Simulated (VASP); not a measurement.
# Cd4Si4P9 (a cell with a defect) in VASP: notebook

The runs below take Cd4Si4P9 (a cell with a defect) through single point, with PBE, PBEsol.

All numbers are computed with VASP 6.6.1; they aren't measurements. Logs are shortened: lines on timing, memory, paths and dates and some standing lists are left out, and cuts for length are marked.

**1. The cell of the first run**

The cell holds a defect, 17 atoms: a = 5.645 Å, b = 5.645 Å, c = 10.501 Å, α = 90.00°, β = 90.00°, γ = 90.00°.

**2. Single point, PBE**

File INCAR:

```
SYSTEM = Cd4Si4P9
PREC = Accurate
ENCUT = 520
EDIFF = 1E-6
ISMEAR = -1
SIGMA = 0.05
LREAL = Auto
LASPH = .TRUE.
NELM = 60
ALGO = Normal
ISIF = 2
LWAVE = .FALSE.
LCHARG = .TRUE.
GGA = PE
LELF = .TRUE.
LVHAR = .TRUE.
NBANDS = 68
NELECT = 110.0
```

File KPOINTS:

```
Automatic mesh
0
Gamma
  2 2 2
  0.5 0.5 0.5
```

File POSCAR:

```
Cd4Si4P9
1.0
    5.6447280000     -0.0000310000     -0.0000140000
   -0.0000310000      5.6447280000     -0.0000140000
   -0.0000250000     -0.0000250000     10.5006290000
Cd Si P
4 4 9
Direct
    0.0079570000      0.9880050000      0.0004110000
    0.0122220000      0.4998360000      0.2600320000
    0.5044890000      0.0023160000      0.7468640000
    0.4888960000      0.4969450000      0.5036990000
    0.9900040000      0.9889840000      0.5046260000
    0.4954150000      0.9921940000      0.2431590000
    0.4908240000      0.5044400000      0.0053070000
    0.0073210000      0.4963050000      0.7447750000
    0.2896610000      0.2537600000      0.1210300000
    0.0554900000      0.1041050000      0.6304860000
    0.7083790000      0.7510880000      0.1255700000
    0.7594320000      0.1977500000      0.3729760000
    0.2414890000      0.7967690000      0.3748860000
    0.2467460000      0.7083200000      0.8746610000
    0.7889900000      0.7485080000      0.6211510000
    0.7505020000      0.2829460000      0.8704540000
    0.3508930000      0.3896660000      0.6288050000
```

Potentials or basis: VASP PAW PBE potentials, release 64 (Cd, Si, P).

Launch:

```console
> cat potpaw_PBE.64/Cd/POTCAR potpaw_PBE.64/Si/POTCAR potpaw_PBE.64/P/POTCAR > POTCAR
> mpirun -np 1 vasp_std > vasp.out
```

OUTCAR:

```text
SYSTEM = Cd4Si4P9
   PREC = Accurate
   ENCUT = 520
   EDIFF = 1E-6
   ISMEAR = -1
   LREAL = Auto
   LASPH = .TRUE.
   NELM = 60
   ISIF = 2
   GGA = PE
   NELECT = 110.0

 ion  position               nearest neighbor table
   1  0.008  0.988  0.000-  14 2.46  11 2.52   9 2.53  16 2.60
   2  0.012  0.500  0.260-  13 2.44  12 2.52   9 2.55  11 2.64   4 3.71
   3  0.504  0.002  0.747-  16 2.47  15 2.52  14 2.58  17 2.66  10 2.87   4 3.78
   4  0.489  0.497  0.504-  17 1.64  15 2.53  13 2.58  12 2.66   2 3.71   3 3.78
   5  0.990  0.989  0.505-  10 1.52  15 2.15  12 2.23  13 2.25
   6  0.495  0.992  0.243-  11 2.20   9 2.27  13 2.28  12 2.33
   7  0.491  0.504  0.005-   9 2.18  11 2.25  14 2.26  16 2.39
   8  0.007  0.496  0.745-  14 2.26  15 2.29  16 2.30  17 2.37  10 2.53
   9  0.290  0.254  0.121-   7 2.18   6 2.27   1 2.53   2 2.55
  10  0.055  0.104  0.630-   5 1.52  17 2.32  15 2.51   8 2.53   3 2.87
  11  0.708  0.751  0.126-   6 2.20   7 2.25   1 2.52   2 2.64
  12  0.759  0.198  0.373-   5 2.23   6 2.33   2 2.52   4 2.66
  13  0.241  0.797  0.375-   5 2.25   6 2.28   2 2.44   4 2.58
  14  0.247  0.708  0.875-   7 2.26   8 2.26   1 2.46   3 2.58
  15  0.789  0.749  0.621-   5 2.15   8 2.29  10 2.51   3 2.52   4 2.53
  16  0.751  0.283  0.870-   8 2.30   7 2.39   3 2.47   1 2.60
  17  0.351  0.390  0.629-   4 1.64  10 2.32   8 2.37   3 2.66

 -----------------------------------------------------------------------------
|                                                                             |
|           W    W    AA    RRRRR   N    N  II  N    N   GGGG   !!!           |
|           W    W   A  A   R    R  NN   N  II  NN   N  G    G  !!!           |
|           W    W  A    A  R    R  N N  N  II  N N  N  G       !!!           |
|           W WW W  AAAAAA  RRRRR   N  N N  II  N  N N  G  GGG   !            |
|           WW  WW  A    A  R   R   N   NN  II  N   NN  G    G                |
|           W    W  A    A  R    R  N    N  II  N    N   GGGG   !!!           |
|                                                                             |
|     The distance between some ions is very small. Please check the          |
|     nearest-neighbor list in the OUTCAR file.                               |
|     I HOPE YOU KNOW WHAT YOU ARE DOING!                                     |
|                                                                             |
 -----------------------------------------------------------------------------

  LATTYP: Found a base centered orthorhombic cell.
 ALAT       =     7.9828070529
 B/A-ratio  =     1.0000109838
 C/A-ratio  =     1.3154055873

  Lattice vectors:

 A1 = (  -5.6447280000,   0.0000310000,   0.0000140000)
 A2 = (   0.0000310000,  -5.6447280000,   0.0000140000)
 A3 = (  -0.0000250000,  -0.0000250000,  10.5006290000)

Analysis of symmetry for initial positions (statically):
[... 150 lines left out ...]
   EFERMI_NEDOS =   21; number of points for ismear=-14 and -15
   IALGO  =     38    algorithm
   IMIX   =      4    mixing-type and parameters
     AMIX     =   0.40;   BMIX     =  1.00
     AMIX_MAG =   1.60;   BMIX_MAG =  1.00
  volume/ion in A,a.u.               =      19.68       132.82
  Fermi-wavevector in a.u.,A,eV,Ry     =   1.129896  2.135195 17.370092  1.276666
  Thomas-Fermi vector in A             =   2.266591
   LORBIT       =      0    0 simple, 1 ext, 2 COOP (PROOUT), +10 PAW based schemes
   GGA     = PE    functional components
   LHFCALC =     F    Hartree Fock is set to
   AEXX    =    0.0000 exact exchange contribution
   IVDW    =     0    specifies the selected vdW correction
   LEPSILON=     F    determine dielectric tensor
   LRPA    =     F    only Hartree local field effects (RPA)
 non-spin polarized calculation
  energy-cutoff  :      520.00
  volume of cell :      334.58
 maximum number of plane-waves:      9016
 NGX is ok and might be reduce to    42
   NGX = 21   NGY = 21   NGZ = 39

 number of electron     109.9999993 magnetization

 Free energy of the ion-electron system (eV)
  ---------------------------------------------------
  ext. energy  EPLUGINS =         0.00000000
  ---------------------------------------------------
  free energy    TOTEN  =       -49.81321903 eV

  energy without entropy =      -49.81311988  energy(sigma->0) =      -49.81316946

 E-fermi :   6.0209     XC(G=0):  -9.9582

 val. band max:        5.5611525292   @ k =   0.2500   0.2500   0.2500
 cond. band min:       6.4797236772   @ k =  -0.2500  -0.2500   0.2500
 fundamental gap:      0.9185711480
 Fermi energy:         6.0208562983

 k-point     1 :       0.2500    0.2500    0.2500
  band No.  band energies     occupation
      1      -9.5216      2.00000
      2      -8.8260      2.00000
      3      -7.5272      2.00000
      4      -7.0038      2.00000
      5      -6.7206      2.00000
      6      -6.6454      2.00000
[... 269 lines left out ...]
     66       8.8197      0.00000
     67       9.0131      0.00000
 [bands above 67 left out]

------------------------ aborting loop because EDIFF is reached ----------------------------------------

  FORCE on cell =-STRESS in cart. coord.  units (eV):
  Direction    XX          YY          ZZ          XY          YZ          ZX
  --------------------------------------------------------------------------------------
  -------------------------------------------------------------------------------------
  Total       36.6117733     42.9229958    106.2962390     22.1341992      8.0196265     -7.9281284
  in kB      175.3194070    205.5413736    509.0109522    105.9919891     38.4028426    -37.9646939
  external PRESSURE =     296.6239109 kB  Pullay stress =       0.0000000 kB

 VOLUME and BASIS-vectors are now :
 -----------------------------------------------------------------------------
  energy-cutoff  :      520.00
  volume of cell :      334.58
      direct lattice vectors                 reciprocal lattice vectors
     5.644728000 -0.000031000 -0.000014000     0.177156455  0.000000973  0.000000422
    -0.000031000  5.644728000 -0.000014000     0.000000973  0.177156455  0.000000422
    -0.000025000 -0.000025000 10.500629000     0.000000236  0.000000236  0.095232390

 POSITION                                       TOTAL-FORCE (eV/Angst)
 -----------------------------------------------------------------------------------
      0.04488      5.57702      0.00430        -0.286475      0.511070     -0.063601
      0.06897      2.82143      2.73049        -0.448115     -0.241839     -0.514204
      2.84768      0.01304      7.84253        -0.450949     -0.286784      0.174854
      2.75966      2.80509      5.28914        16.966453     12.853175    -28.953558
      5.58826      5.58250      5.29886        -9.051418    -16.088536    -34.297023
      2.79645      5.60064      2.55330        -0.050986      0.881746      0.746451
[... 9 lines left out ...]
      4.23635      1.59711      9.14030         0.437405      1.002839      1.092311
      1.98067      2.19953      6.60284       -18.937634    -13.683643     29.180422
 -----------------------------------------------------------------------------------
    total drift:                               -0.000134      0.002080      0.003441

  FREE ENERGIE OF THE ION-ELECTRON SYSTEM (eV)
  ---------------------------------------------------
  free  energy   TOTEN  =       -49.8132190297 eV

  energy  without entropy=      -49.8131198838  energy(sigma->0) =      -49.81316946
```

Wall time 3.5 min (1 thread of Oxide Virtual Turin-like, shared host); peak memory 0.34 GiB.

Results:

* Free energy: -49.8132 eV
* Largest force: 40.445 eV/Å

Forces in eV/Å, atoms in the order of the input:
```
Cd   -0.286   0.511  -0.064
Cd   -0.448  -0.242  -0.514
Cd   -0.451  -0.287   0.175
Cd   16.966  12.853 -28.954
Si   -9.051 -16.089 -34.297
Si   -0.051   0.882   0.746
Si    0.808  -0.150  -1.059
Si    0.811  -0.203  -0.394
P    -0.019  -0.410   0.514
P    10.554  17.588  34.858
P     0.020  -0.572  -0.091
P    -1.171  -0.286  -0.955
P     1.063   0.434  -0.802
P     0.137   0.281   0.477
P    -0.381  -1.629   0.086
P     0.437   1.003   1.092
P   -18.938 -13.684  29.180
```

Caveat: the k points lie up to 0.56 Å⁻¹ apart; the cell carries a net charge on a neutralising background, which shifts energy and pressure; the cell is charged against a uniform background, so pressure and absolute levels hang on convention; atoms lie so close that the PAW spheres overlap strongly, which falsifies energies and pressures.

**3. Single point, PBEsol**

File INCAR:

```
  ALGO = Normal
  EDIFF = 1E-6
  ENCUT = 520
  GGA = PS
  ISIF = 2
  ISMEAR = -1
  LASPH = T
  LCHARG = F
  LREAL = Auto
  LWAVE = F
  NBANDS = 68
  NELM = 60
  PREC = Accurate
  SIGMA = 0.05
```

KPOINTS is that of step 2.

POSCAR is that of step 2.

Potentials or basis: VASP PAW PBE potentials, release 64 (Cd, Si, P).

Launch:

```console
> cat potpaw_PBE.64/Cd/POTCAR potpaw_PBE.64/Si/POTCAR potpaw_PBE.64/P/POTCAR > POTCAR
> mpirun -np 1 vasp_std > vasp.out
```

OUTCAR:

```text
EDIFF = 1E-6
   ENCUT = 520
   GGA = PS
   ISIF = 2
   ISMEAR = -1
   LASPH = T
   LREAL = Auto
   NELM = 60
   PREC = Accurate

 ion  position               nearest neighbor table
   1  0.008  0.988  0.000-  14 2.46  11 2.52   9 2.53  16 2.60
   2  0.012  0.500  0.260-  13 2.44  12 2.52   9 2.55  11 2.64   4 3.71
   3  0.504  0.002  0.747-  16 2.47  15 2.52  14 2.58  17 2.66  10 2.87   4 3.78
   4  0.489  0.497  0.504-  17 1.64  15 2.53  13 2.58  12 2.66   2 3.71   3 3.78
   5  0.990  0.989  0.505-  10 1.52  15 2.15  12 2.23  13 2.25
   6  0.495  0.992  0.243-  11 2.20   9 2.27  13 2.28  12 2.33
   7  0.491  0.504  0.005-   9 2.18  11 2.25  14 2.26  16 2.39
   8  0.007  0.496  0.745-  14 2.26  15 2.29  16 2.30  17 2.37  10 2.53
   9  0.290  0.254  0.121-   7 2.18   6 2.27   1 2.53   2 2.55
  10  0.055  0.104  0.630-   5 1.52  17 2.32  15 2.51   8 2.53   3 2.87
  11  0.708  0.751  0.126-   6 2.20   7 2.25   1 2.52   2 2.64
  12  0.759  0.198  0.373-   5 2.23   6 2.33   2 2.52   4 2.66
  13  0.241  0.797  0.375-   5 2.25   6 2.28   2 2.44   4 2.58
  14  0.247  0.708  0.875-   7 2.26   8 2.26   1 2.46   3 2.58
  15  0.789  0.749  0.621-   5 2.15   8 2.29  10 2.51   3 2.52   4 2.53
  16  0.751  0.283  0.870-   8 2.30   7 2.39   3 2.47   1 2.60
[... 222 lines left out ...]
      3      -7.5145      2.00000
      4      -7.2395      2.00000
      5      -7.1134      2.00000
      6      -6.9989      2.00000
[... 265 lines left out ...]
     65       8.5374      0.00000
     66       8.7124      0.00000
 [bands above 66 left out]

------------------------ aborting loop because EDIFF is reached ----------------------------------------

  FORCE on cell =-STRESS in cart. coord.  units (eV):
  Direction    XX          YY          ZZ          XY          YZ          ZX
  --------------------------------------------------------------------------------------
  -------------------------------------------------------------------------------------
  Total       19.4763112     24.5332974     91.4117623     19.2483945      7.9190556     -7.8371886
  in kB       93.2644071    117.4803282    437.7350375     92.1730036     37.9212480    -37.5292190
  external PRESSURE =     216.1599243 kB  Pullay stress =       0.0000000 kB

 VOLUME and BASIS-vectors are now :
 -----------------------------------------------------------------------------
  energy-cutoff  :      520.00
  volume of cell :      334.58
      direct lattice vectors                 reciprocal lattice vectors
     5.644728000 -0.000031000 -0.000014000     0.177156455  0.000000973  0.000000422
    -0.000031000  5.644728000 -0.000014000     0.000000973  0.177156455  0.000000422
    -0.000025000 -0.000025000 10.500629000     0.000000236  0.000000236  0.095232390

 POSITION                                       TOTAL-FORCE (eV/Angst)
 -----------------------------------------------------------------------------------
      0.04488      5.57702      0.00430        -0.267357      0.464892      0.026049
      0.06897      2.82143      2.73049        -0.408915     -0.238290     -0.574386
      2.84768      0.01304      7.84253        -0.420932     -0.260545      0.375606
      2.75966      2.80509      5.28914        16.497686     12.271544    -28.733439
      5.58826      5.58250      5.29886        -8.960936    -15.955469    -35.315793
      2.79645      5.60064      2.55330        -0.040952      0.915880      0.551229
[... 9 lines left out ...]
      4.23635      1.59711      9.14030         0.369748      0.897494      0.857446
      1.98067      2.19953      6.60284       -17.809896    -13.295924     28.767415
 -----------------------------------------------------------------------------------
    total drift:                               -0.000122      0.001880      0.003712

  FREE ENERGIE OF THE ION-ELECTRON SYSTEM (eV)
  ---------------------------------------------------
  free  energy   TOTEN  =       -62.2653294669 eV

  energy  without entropy=      -62.2185402321  energy(sigma->0) =      -62.24193485
```

OSZICAR:

```text
N       E                     dE             d eps       ncg     rms          rms(c)
DAV:   1     0.638459800382E+03    0.63846E+03   -0.49489E+04   544   0.143E+03
DAV:   2    -0.215955532097E+02   -0.66006E+03   -0.63540E+03   608   0.318E+02
DAV:   3    -0.681684120442E+02   -0.46573E+02   -0.45903E+02   664   0.805E+01
DAV:   4    -0.690994426796E+02   -0.93103E+00   -0.92732E+00   664   0.110E+01
DAV:   5    -0.691178468784E+02   -0.18404E-01   -0.18388E-01   656   0.157E+00    0.283E+01
DAV:   6    -0.623642689431E+02    0.67536E+01   -0.15229E+01   700   0.330E+01    0.218E+01
DAV:   7    -0.623938118895E+02   -0.29543E-01   -0.11906E+01   592   0.110E+01    0.802E+00
DAV:   8    -0.622707635479E+02    0.12305E+00   -0.85073E-01   608   0.560E+00    0.294E+00
DAV:   9    -0.622669650688E+02    0.37985E-02   -0.14326E-01   632   0.178E+00    0.963E-01
DAV:  10    -0.622655726251E+02    0.13924E-02   -0.12020E-02   624   0.405E-01    0.598E-01
DAV:  11    -0.622653248434E+02    0.24778E-03   -0.41669E-03   632   0.324E-01    0.109E-01
DAV:  12    -0.622653125334E+02    0.12310E-04   -0.72930E-04   632   0.171E-01    0.981E-02
DAV:  13    -0.622653202702E+02   -0.77368E-05   -0.59949E-05   640   0.303E-02    0.674E-02
DAV:  14    -0.622653282846E+02   -0.80144E-05   -0.18602E-05   640   0.243E-02    0.237E-02
DAV:  15    -0.622653292913E+02   -0.10067E-05   -0.52049E-06   568   0.145E-02    0.829E-03
DAV:  16    -0.622653294669E+02   -0.17561E-06   -0.93479E-07   320   0.349E-03
   1 F= -.62265329E+02 E0= -.62241935E+02  d E =-.467892E-01
```

stdout:

```text
POSCAR found type information on POSCAR CdSiP
 POSCAR found :  3 types and      17 ions
 scaLAPACK will be used
 -----------------------------------------------------------------------------
|                                                                             |
|                                                                             |
|     You enforced a specific xc type in the INCAR file but a different       |
[... 18 lines left out ...]
 -----------------------------------------------------------------------------

 POSCAR, INCAR and KPOINTS ok, starting setup
 FFT: planning ... GRIDC
 FFT: planning ... GRID_SOFT
 FFT: planning ... GRID
 WAVECAR not read
 entering main loop
```

Run time: 3.2 min. Hardware: 1 thread of Oxide Virtual Turin-like, shared host; peak memory 0.33 GiB.

Results:

| Item | Value |
| --- | --- |
| Free energy | -62.2653 eV |
| Pressure | 21.6 GPa |
| Largest force | 39.848 eV/Å |
| Band gap on the k mesh | zero (an odd number of electrons rules out a gap without spin polarisation) |

Forces on the atoms (eV/Å):
```
Cd   -0.267   0.465   0.026
Cd   -0.409  -0.238  -0.574
Cd   -0.421  -0.261   0.376
Cd   16.498  12.272 -28.733
Si   -8.961 -15.955 -35.316
Si   -0.041   0.916   0.551
Si    0.808  -0.142  -0.909
Si    0.648  -0.216   0.116
P    -0.258  -0.454   0.563
P     9.839  17.052  34.644
P     0.258  -0.550  -0.065
P    -0.989  -0.034  -0.831
P     0.808   0.241  -0.627
P     0.066   0.339   0.313
P    -0.139  -1.035   0.841
P     0.370   0.897   0.857
P   -17.810 -13.296  28.767
```

Caveat: the k points lie up to 0.56 Å⁻¹ apart, too coarse for converged energies and pressures of a metal; atoms lie so close that the PAW spheres overlap strongly, which falsifies energies and pressures; the PAW data sets were made with another functional, which shifts forces and pressure a little; an odd number of electrons without spin polarisation forces a metal; a magnetic or distorted state may lie lower.

The gap in the log of VASP goes by the Fermi energy; the results here count the filled bands.